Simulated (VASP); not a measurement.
# BP (Fm-3m) in VASP: a series of runs

The runs below take BP through single point, with HSE06.

All numbers are computed with VASP 6.6.1; they aren't measurements. Logs are shortened: lines on timing, memory, paths and dates and some standing lists are left out, and cuts for length are marked.

### 1 The cell of the first run

The structure is cubic, space group Fm-3m (No. 225). Conventional cell: a = 4.311 Å, b = 4.311 Å, c = 4.311 Å, α = 90.00°, β = 90.00°, γ = 90.00°. Within 2.9 Å of B (site symmetry m-3m) lie 6 P at 2.16 Å. Within 2.9 Å of P (site symmetry m-3m) lie 6 B at 2.16 Å.

### 2 Single point, HSE06

File POSCAR:

```
BP
1.0
    0.0000000000      2.1554244777      2.1554244777
    2.1554244777      0.0000000000      2.1554244777
    2.1554244777      2.1554244777      0.0000000000
B P
1 1
Direct
    0.0000000000      0.0000000000      0.0000000000
    0.5000000000      0.5000000000      0.5000000000
```

File INCAR.step1:

```
SYSTEM = BP
ALGO     = Normal         ! electronic algorithm
EDIFF    = 1E-5           ! SCF threshold, eV
ENCUT    = 520            ! plane-wave cutoff, eV
GGA      = PE             ! functional
ISIF     = 2              ! what is computed and relaxed
ISMEAR   = -1             ! smearing method
LASPH    = .TRUE.         ! aspherical terms in the spheres
LCHARG   = .FALSE.        ! write CHGCAR
LREAL    = .FALSE.        ! projectors in reciprocal space
LWAVE    = .TRUE.         ! write WAVECAR
NBANDS   = 11             ! bands
NELM     = 80             ! most SCF steps
PREC     = Accurate       ! precision mode
SIGMA    = 0.02           ! smearing width, eV
```

File INCAR.step2:

```
SYSTEM = BP
ALGO     = Normal         ! electronic algorithm
EDIFF    = 1E-6           ! SCF threshold, eV
ENCUT    = 520            ! plane-wave cutoff, eV
GGA      = PE             ! functional
HFSCREEN = 0.2079         ! screening, 1/A
ISIF     = 2              ! what is computed and relaxed
ISMEAR   = -1             ! smearing method
ISTART   = 1            
LASPH    = .TRUE.         ! aspherical terms in the spheres
LCHARG   = .FALSE.        ! write CHGCAR
LHFCALC  = .TRUE.         ! exact exchange
LREAL    = .FALSE.        ! projectors in reciprocal space
LWAVE    = .FALSE.        ! write WAVECAR
NBANDS   = 11             ! bands
NELM     = 80             ! most SCF steps
PREC     = Accurate       ! precision mode
PRECFOCK = Normal       
SIGMA    = 0.02           ! smearing width, eV
```

File KPOINTS:

```
k-points
0
G
  4 4 4
  0 0 0
```

Potentials or basis: VASP PAW PBE potentials, release 64 (B, P).

Command:

```sh
$ cat potpaw_PBE.64/B/POTCAR potpaw_PBE.64/P/POTCAR > POTCAR
$ cp INCAR.step1 INCAR
$ mpirun -np 1 vasp_std > vasp.out
$ cp INCAR.step2 INCAR
$ mpirun -np 1 vasp_std > vasp.out
```

OUTCAR:

```text
SYSTEM = BP
   EDIFF = 1E-6
   ENCUT = 520
   GGA = PE
   HFSCREEN = 0.2079
   ISIF = 2
   ISMEAR = -1
   ISTART = 1
   LASPH = .TRUE.
   LHFCALC = .TRUE.
   LREAL = .FALSE.
   NELM = 80
   PREC = Accurate
   PRECFOCK = Normal

 ion  position               nearest neighbor table
   1  0.000  0.000  0.000-   2 2.16   2 2.16   2 2.16   2 2.16   2 2.16   2 2.16
   2  0.500  0.500  0.500-   1 2.16   1 2.16   1 2.16   1 2.16   1 2.16   1 2.16

  LATTYP: Found a face centered cubic cell.
 ALAT       =     4.3108489554

  Lattice vectors:

 A1 = (   0.0000000000,   2.1554244777,   2.1554244777)
 A2 = (   2.1554244777,   0.0000000000,   2.1554244777)
 A3 = (   2.1554244777,   2.1554244777,   0.0000000000)

Analysis of symmetry for initial positions (statically):
=====================================================================
 Subroutine PRICEL returns:
 Original cell was already a primitive cell.

 Routine SETGRP: Setting up the symmetry group for a
 face centered cubic supercell.

 Subroutine GETGRP returns: Found 48 space group operations
 (whereof 48 operations were pure point group operations)
 out of a pool of 48 trial point group operations.

The static configuration has the point symmetry O_h .

Analysis of symmetry for dynamics (positions and initial velocities):
=====================================================================
 Subroutine PRICEL returns:
 Original cell was already a primitive cell.

 Routine SETGRP: Setting up the symmetry group for a
 face centered cubic supercell.

 Subroutine GETGRP returns: Found 48 space group operations
 (whereof 48 operations were pure point group operations)
 out of a pool of 48 trial point group operations.

The dynamic configuration has the point symmetry O_h .

 Subroutine INISYM returns: Found 48 space group operations
 (whereof 48 operations are pure point group operations),
 and found     1 'primitive' translations

----------------------------------------------------------------------------------------

                                     Primitive cell

  volume of cell :      20.0276

  direct lattice vectors                    reciprocal lattice vectors
     0.000000000  2.155424478  2.155424478    -0.231972869  0.231972869  0.231972869
     2.155424478  0.000000000  2.155424478     0.231972869 -0.231972869  0.231972869
     2.155424478  2.155424478  0.000000000     0.231972869  0.231972869 -0.231972869

  length of vectors
     3.048230529  3.048230529  3.048230529     0.401788795  0.401788795  0.401788795

[... 79 lines left out ...]
   EFERMI_NEDOS =   21; number of points for ismear=-14 and -15
   IALGO  =     38    algorithm
   IMIX   =      1    mixing-type and parameters
     AMIX     =   0.40;   BMIX     =  1.00
     AMIX_MAG =   1.60;   BMIX_MAG =  1.00
  volume/ion in A,a.u.               =      10.01        67.58
  Fermi-wavevector in a.u.,A,eV,Ry     =   1.205671  2.278387 19.777996  1.453642
  Thomas-Fermi vector in A             =   2.341360
   LORBIT       =      0    0 simple, 1 ext, 2 COOP (PROOUT), +10 PAW based schemes
   GGA     = PE    functional components
   LHFCALC =     T    Hartree Fock is set to
   PRECFOCK=normal    Normal, Fast or Accurate (Low or Medium for compatibility)
   ENCUT4O =  -1.0   cutoff for four orbital integrals eV
   NKREDX  =     1    reduce k-point grid by
   NKREDY  =     1    reduce k-point grid by
   NKREDZ  =     1    reduce k-point grid by
   AEXX    =    0.2500 exact exchange contribution
   HFSCREEN=    0.2079 screening length (either q_TF or 0.3 A-1)
   HFSCREENC=   0.2079 screening length for correlation (either q_TF or 0.3 A-1)
   ENCUTFOCK=  -1.0 apply spherical cutoff to Coloumb kernel
   IVDW    =     0    specifies the selected vdW correction
   LEPSILON=     F    determine dielectric tensor
   LRPA    =     F    only Hartree local field effects (RPA)
 non-spin polarized calculation
  energy-cutoff  :      520.00
  volume of cell :       20.03
 maximum number of plane-waves:       544
 NGX is ok and might be reduce to    24
  NGX = 18; NGY = 18; NGZ = 18

 number of electron       8.0000000 magnetization

 Free energy of the ion-electron system (eV)
  ---------------------------------------------------
  ext. energy  EPLUGINS =         0.00000000
  ---------------------------------------------------
  free energy    TOTEN  =       -11.84872103 eV

  energy without entropy =      -11.84727578  energy(sigma->0) =      -11.84799841

 E-fermi :   9.5607     XC(G=0):  -9.8021

 val. band max:        9.5460313210   @ k =   0.0000   0.0000   0.0000
 cond. band min:       9.8157266109   @ k =   0.5000   0.2500   0.0000
 fundamental gap:      0.2696952900
 Fermi energy:         9.5607203439

 k-point     1 :       0.0000    0.0000    0.0000
  band No.  band energies     occupation
      1      -9.3090      2.00000
      2       9.5421      1.43451
      3       9.5458      1.35664
      4       9.5460      1.35156
      5      17.2987      0.00000
      6      18.3526      0.00000
      7      18.3526      0.00000
      8      18.3526      0.00000
      9      19.5259      0.00000
     10      19.5260      0.00000
     11      19.5260      0.00000
[... 85 lines left out ...]
 k-point     8 :      -0.2500    0.5000    0.2500
  band No.  band energies     occupation
      1      -1.4138      2.00000
      2       1.1802      2.00000
      3       1.4010      2.00000
      4       1.4010      2.00000
      5      13.9837      0.00000
      6      15.1009      0.00000
      7      19.9458      0.00000
      8      19.9458      0.00000
      9      24.4959      0.00000
     10      24.4959      0.00000
     11      30.8387      0.00000

------------------------ aborting loop because EDIFF is reached ----------------------------------------

  FORCE on cell =-STRESS in cart. coord.  units (eV):
  Direction    XX          YY          ZZ          XY          YZ          ZX
  --------------------------------------------------------------------------------------
  -------------------------------------------------------------------------------------
  Total       -0.4557737     -0.4557737     -0.4557737      0.0000000      0.0000000      0.0000000
  in kB      -36.4612390    -36.4612390    -36.4612390      0.0000000      0.0000000      0.0000000
  external PRESSURE =     -36.4612390 kB  Pullay stress =       0.0000000 kB

 VOLUME and BASIS-vectors are now :
 -----------------------------------------------------------------------------
  energy-cutoff  :      520.00
  volume of cell :       20.03
      direct lattice vectors                 reciprocal lattice vectors
     0.000000000  2.155424478  2.155424478    -0.231972869  0.231972869  0.231972869
     2.155424478  0.000000000  2.155424478     0.231972869 -0.231972869  0.231972869
     2.155424478  2.155424478  0.000000000     0.231972869  0.231972869 -0.231972869

 POSITION                                       TOTAL-FORCE (eV/Angst)
 -----------------------------------------------------------------------------------
      0.00000      0.00000      0.00000         0.000000      0.000000      0.000000
      2.15542      2.15542      2.15542        -0.000000     -0.000000     -0.000000
 -----------------------------------------------------------------------------------
    total drift:                                0.000000      0.000000      0.000000

  FREE ENERGIE OF THE ION-ELECTRON SYSTEM (eV)
  ---------------------------------------------------
  free  energy   TOTEN  =       -11.8487210318 eV

  energy  without entropy=      -11.8472757789  energy(sigma->0) =      -11.84799841
```

Wall time 36 s (1 thread of Intel Xeon Platinum 8488C (Sapphire Rapids), shared host); peak memory 0.23 GiB.

What came out:

```
Free energy            : -11.8487 eV
Pressure               : -3.6 GPa
Band gap on the k mesh : zero (band 4 reaches 10.57 eV, above the bottom of band 5 at 6.70 eV)
```

Caveat: the k points lie up to 0.63 Å⁻¹ apart; the PAW data sets were made with another functional, which shifts forces and pressure a little.

### 3 Single point, HSE06

POSCAR is that of step 2.

File INCAR.step1:

```
SYSTEM = BP
ALGO = Normal
EDIFF = 1E-5
ENCUT = 520
GGA = PE
ISIF = 2
ISMEAR = -1
LASPH = .True.
LCHARG = .False.
LREAL = .False.
LWAVE = .True.
NBANDS = 11
NELM = 100
PREC = Accurate
SIGMA = 0.02
```

File INCAR.step2:

```
SYSTEM = BP
ALGO = Normal
EDIFF = 1E-6
ENCUT = 520
GGA = PE
HFSCREEN = 0.2079
ISIF = 2
ISMEAR = -1
ISTART = 1
LASPH = .True.
LCHARG = .False.
LHFCALC = .True.
LREAL = .False.
LWAVE = .False.
NBANDS = 11
NELM = 100
PREC = Accurate
PRECFOCK = Normal
SIGMA = 0.02
```

File KPOINTS:

```
k-points
0
Gamma
  5 5 5
  0 0 0
```

Potentials or basis: VASP PAW PBE potentials, release 64 (B, P).

Command:

```sh
$ cat potpaw_PBE.64/B/POTCAR potpaw_PBE.64/P/POTCAR > POTCAR
$ cp INCAR.step1 INCAR
$ mpirun -np 1 vasp_std > vasp.out
$ cp INCAR.step2 INCAR
$ mpirun -np 1 vasp_std > vasp.out
```

OUTCAR:

```text
SYSTEM = BP
   EDIFF = 1E-6
   ENCUT = 520
   GGA = PE
   HFSCREEN = 0.2079
   ISIF = 2
   ISMEAR = -1
   ISTART = 1
   LASPH = .True.
   LHFCALC = .True.
   LREAL = .False.
   NELM = 100
   PREC = Accurate
   PRECFOCK = Normal

 ion  position               nearest neighbor table
   1  0.000  0.000  0.000-   2 2.16   2 2.16   2 2.16   2 2.16   2 2.16   2 2.16
   2  0.500  0.500  0.500-   1 2.16   1 2.16   1 2.16   1 2.16   1 2.16   1 2.16

  LATTYP: Found a face centered cubic cell.
 ALAT       =     4.3108489554

  Lattice vectors:

 A1 = (   0.0000000000,   2.1554244777,   2.1554244777)
 A2 = (   2.1554244777,   0.0000000000,   2.1554244777)
 A3 = (   2.1554244777,   2.1554244777,   0.0000000000)

Analysis of symmetry for initial positions (statically):
=====================================================================
 Subroutine PRICEL returns:
 Original cell was already a primitive cell.

 Routine SETGRP: Setting up the symmetry group for a
 face centered cubic supercell.

 Subroutine GETGRP returns: Found 48 space group operations
 (whereof 48 operations were pure point group operations)
 out of a pool of 48 trial point group operations.

The static configuration has the point symmetry O_h .

Analysis of symmetry for dynamics (positions and initial velocities):
=====================================================================
 Subroutine PRICEL returns:
 Original cell was already a primitive cell.

 Routine SETGRP: Setting up the symmetry group for a
 face centered cubic supercell.

 Subroutine GETGRP returns: Found 48 space group operations
 (whereof 48 operations were pure point group operations)
 out of a pool of 48 trial point group operations.

The dynamic configuration has the point symmetry O_h .

 Subroutine INISYM returns: Found 48 space group operations
 (whereof 48 operations are pure point group operations),
 and found     1 'primitive' translations

----------------------------------------------------------------------------------------

                                     Primitive cell

  volume of cell :      20.0276

  direct lattice vectors                    reciprocal lattice vectors
     0.000000000  2.155424478  2.155424478    -0.231972869  0.231972869  0.231972869
     2.155424478  0.000000000  2.155424478     0.231972869 -0.231972869  0.231972869
     2.155424478  2.155424478  0.000000000     0.231972869  0.231972869 -0.231972869

  length of vectors
     3.048230529  3.048230529  3.048230529     0.401788795  0.401788795  0.401788795

  position of ions in fractional coordinates (direct lattice)
     0.000000000  0.000000000  0.000000000
     0.500000000  0.500000000  0.500000000

  ion indices of the primitive-cell ions
   primitive index   ion index
                 1           1
                 2           2

----------------------------------------------------------------------------------------

 KPOINTS: k-points

Automatic generation of k-mesh.
 Grid dimensions read from file:
 generate k-points for:    5    5    5

 Generating k-lattice:

  Cartesian coordinates                     Fractional coordinates (reciprocal lattice)
[... 30 lines left out ...]
   dimension x,y,z NGX =    24 NGY =   24 NGZ =   24
   dimension x,y,z NGXF=    48 NGYF=   48 NGZF=   48
   ions per type =               1   1
   NGX,Y,Z   is equivalent  to a cutoff of  13.09, 13.09, 13.09 a.u.
   NGXF,Y,Z  is equivalent  to a cutoff of  26.18, 26.18, 26.18 a.u.
 SYSTEM =  BP
   PREC   = accura    normal or accurate (medium, high low for compatibility)
   ISTART =      1    job   : 0-new  1-cont  2-samecut
   ICHARG =      0    charge: 1-file 2-atom 10-const
   ISPIN  =      1    spin polarized calculation?
   LNONCOLLINEAR =      F non collinear calculations
   LSORBIT =      F    spin-orbit coupling
   LASPH  =      T    aspherical Exc in radial PAW
   ENCUT  =  520.0 eV  38.22 Ry    6.18 a.u.   5.67  5.67  5.67*2*pi/ulx,y,z
   NELM   =    100;   NELMIN=  2; NELMDL=  0     # of ELM steps
   EDIFF  = 0.1E-05   stopping-criterion for ELM
   LREAL  =      F    real-space projection
   EDIFFG = 0.1E-04   stopping-criterion for IOM
   NSW    =      0    number of steps for IOM
   IBRION =     -1    ionic relax: 0-MD 1-quasi-New 2-CG
   NFREE  =      0    steps in history (QN), initial steepest desc. (CG)
   ISIF   =      2    stress and relaxation
   ISYM   =      3    0-nonsym 1-usesym 2-fastsym
   POTIM  = 0.5000    time-step for ionic-motion
   TEBEG  =    0.0;   TEEND  =   0.0 temperature during run
   PSTRESS=    0.0 pullay stress
   NELECT =       8.0000    total number of electrons
   NUPDOWN=      -1.0000    fix difference up-down
   EMIN   =  10.00;   EMAX   =-10.00  energy-range for DOS
   EFERMI =   0.00;   METHOD = LEGACY
   ISMEAR =    -1;   SIGMA  =   0.02  broadening in eV -4-tet -1-fermi 0-gaus
   EFERMI_NEDOS =   21; number of points for ismear=-14 and -15
   IALGO  =     38    algorithm
   IMIX   =      1    mixing-type and parameters
     AMIX     =   0.40;   BMIX     =  1.00
     AMIX_MAG =   1.60;   BMIX_MAG =  1.00
  volume/ion in A,a.u.               =      10.01        67.58
  Fermi-wavevector in a.u.,A,eV,Ry     =   1.205671  2.278387 19.777996  1.453642
  Thomas-Fermi vector in A             =   2.341360
   LORBIT       =      0    0 simple, 1 ext, 2 COOP (PROOUT), +10 PAW based schemes
   GGA     = PE    functional components
   LHFCALC =     T    Hartree Fock is set to
   PRECFOCK=normal    Normal, Fast or Accurate (Low or Medium for compatibility)
   ENCUT4O =  -1.0   cutoff for four orbital integrals eV
   NKREDX  =     1    reduce k-point grid by
   NKREDY  =     1    reduce k-point grid by
   NKREDZ  =     1    reduce k-point grid by
   AEXX    =    0.2500 exact exchange contribution
   HFSCREEN=    0.2079 screening length (either q_TF or 0.3 A-1)
   HFSCREENC=   0.2079 screening length for correlation (either q_TF or 0.3 A-1)
   ENCUTFOCK=  -1.0 apply spherical cutoff to Coloumb kernel
   IVDW    =     0    specifies the selected vdW correction
   LEPSILON=     F    determine dielectric tensor
   LRPA    =     F    only Hartree local field effects (RPA)
 non-spin polarized calculation
  energy-cutoff  :      520.00
  volume of cell :       20.03
 maximum number of plane-waves:       547
  NGX = 18; NGY = 18; NGZ = 18

 number of electron       8.0000000 magnetization

 Free energy of the ion-electron system (eV)
  ---------------------------------------------------
  ext. energy  EPLUGINS =         0.00000000
  ---------------------------------------------------
  free energy    TOTEN  =       -12.24308594 eV

  energy without entropy =      -12.23761568  energy(sigma->0) =      -12.24035081

 E-fermi :   9.6083     XC(G=0):  -9.8083

 val. band max:        9.5517666220   @ k =   0.0000   0.0000   0.0000
 cond. band min:       9.6143794041   @ k =   0.4000   0.2000   0.0000
 fundamental gap:      0.0626127822
 Fermi energy:         9.6082612278

 k-point     1 :       0.0000    0.0000    0.0000
  band No.  band energies     occupation
      1      -9.3327      2.00000
      2       9.5518      1.88800
      3       9.5518      1.88800
      4       9.5518      1.88800
      5      17.2038      0.00000
      6      18.3536      0.00000
      7      18.3536      0.00000
      8      18.3536      0.00000
      9      19.5553      0.00000
     10      19.5553      0.00000
     11      19.5553      0.00000
[... 113 lines left out ...]
 k-point    10 :      -0.4000    0.4000    0.2000
  band No.  band energies     occupation
      1      -3.2723      2.00000
      2       1.0952      2.00000
      3       2.4642      2.00000
      4       3.6248      2.00000
      5      12.5764      0.00000
      6      15.6549      0.00000
      7      18.1008      0.00000
      8      23.3754      0.00000
      9      23.5369      0.00000
     10      23.6602      0.00000
     11      28.9590      0.00000

------------------------ aborting loop because EDIFF is reached ----------------------------------------

  FORCE on cell =-STRESS in cart. coord.  units (eV):
  Direction    XX          YY          ZZ          XY          YZ          ZX
  --------------------------------------------------------------------------------------
  -------------------------------------------------------------------------------------
  Total        0.0631567      0.0631567      0.0631567      0.0000000      0.0000000     -0.0000000
  in kB        5.0524468      5.0524468      5.0524468      0.0000000      0.0000000     -0.0000000
  external PRESSURE =       5.0524468 kB  Pullay stress =       0.0000000 kB

 VOLUME and BASIS-vectors are now :
 -----------------------------------------------------------------------------
  energy-cutoff  :      520.00
  volume of cell :       20.03
      direct lattice vectors                 reciprocal lattice vectors
     0.000000000  2.155424478  2.155424478    -0.231972869  0.231972869  0.231972869
     2.155424478  0.000000000  2.155424478     0.231972869 -0.231972869  0.231972869
     2.155424478  2.155424478  0.000000000     0.231972869  0.231972869 -0.231972869

 POSITION                                       TOTAL-FORCE (eV/Angst)
 -----------------------------------------------------------------------------------
      0.00000      0.00000      0.00000         0.000000      0.000000     -0.000000
      2.15542      2.15542      2.15542        -0.000000      0.000000      0.000000
 -----------------------------------------------------------------------------------
    total drift:                               -0.000010      0.000000      0.000008

  FREE ENERGIE OF THE ION-ELECTRON SYSTEM (eV)
  ---------------------------------------------------
  free  energy   TOTEN  =       -12.2430859442 eV

  energy  without entropy=      -12.2376156753  energy(sigma->0) =      -12.24035081
```

Wall time 93 s (1 thread of Intel Xeon Platinum 8488C (Sapphire Rapids), shared host); peak memory 0.23 GiB.

What came out:

```yaml
Free_energy: -12.2431 eV
Pressure: 0.5 GPa
Band_gap_on_the_k_mesh: zero (band 4 reaches 10.85 eV, above the bottom of band 5 at 6.74 eV)
```

Caveat: the k points lie up to 0.50 Å⁻¹ apart; the PAW data sets were made with another functional, which shifts forces and pressure a little.
